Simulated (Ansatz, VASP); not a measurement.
# Bi in VASP and in Ansatz

File POSCAR:

```
Bi
1.0
    2.2672586491      1.3090023913      4.1166667488
   -2.2672586491      1.3090023913      4.1166667488
    0.0000000000     -2.6180047827      4.1166667487
Bi
2
Direct
    0.2317091399      0.2317091399      0.2317091399
    0.7682908601      0.7682908601      0.7682908601
```

Contents of INCAR.step1:

```
PREC = Accurate
ENCUT = 520
ISMEAR = -1
SIGMA = 0.1
LREAL = F
LASPH = T
NELM = 60
NBANDS = 22
GGA = PE
ALGO = Normal
EDIFF = 1E-4
LWAVE = T
LCHARG = F
```

File INCAR.step2:

```
PREC = Accurate
ENCUT = 520
EDIFF = 1E-6
ISMEAR = -1
SIGMA = 0.1
LREAL = F
LASPH = T
NELM = 60
ALGO = Normal
ISIF = 2
LWAVE = F
LCHARG = T
METAGGA = R2SCAN
LMIXTAU = T
LELF = T
LVHAR = T
NBANDS = 22
ISTART = 1
```

The input KPOINTS:

```
Automatic mesh
0
Gamma
  7 7 7
```

Input for Ansatz:

```yaml
crystal:
  lattice:
    - [2.2672586491, 1.3090023913, 4.1166667488]
    - [-2.2672586491, 1.3090023913, 4.1166667488]
    - [0.0, -2.6180047827, 4.1166667487]
  atoms:
    - { symbol: Bi, position: [0.2317091399, 0.2317091399, 0.2317091399] }
    - { symbol: Bi, position: [0.7682908601, 0.7682908601, 0.7682908601] }
hamiltonian:
  xc: r2scan
  pseudopotentials:
    kind: paw
    azcp:
      Bi: "pseudopotentials/Bi.paw.azcp"
basis:
  ecutwfc: 500
  fft_grid_basis: typed
kpoints:
  mp_grid: { grid: [7, 7, 7], shift: [0, 0, 0] }
magnetization:
  spin_polarized: false
scf:
  occupations: { method: fermi_dirac, width: 0.1 }
  lower_state_search: "off"
output:
  stress: true
  write_density: true
  write_potential: true
  elf: true
  volumetric_format: npy
```

Alike in both runs: task single point; functional r2SCAN; k mesh 7 × 7 × 7; occupations fermi-dirac, width 0.1 eV; no spin polarisation.

|  | VASP | Ansatz |
| --- | --- | --- |
| version | VASP 6.6.1 | Ansatz 0.2.0 |
| potentials or method | VASP PAW PBE potentials, release 64 (Bi_d), cutoff 520 eV | plane waves (500 eV) with PAW, scalar-relativistic |
| valence electrons in the cell | 30 | 30 |

```csv
,VASP,Ansatz,Ansatz less VASP
pressure (GPa),-0.1,-0.1,+0.05
"traceless stress, the component that is largest in VASP (GPa)",-0.11,-0.11,0.000
```

VASP's potentials were made for PBE, not for r2SCAN. With one functional, cell and mesh, what is left measures potentials, basis and numerics.

Spin-orbit coupling is off throughout.
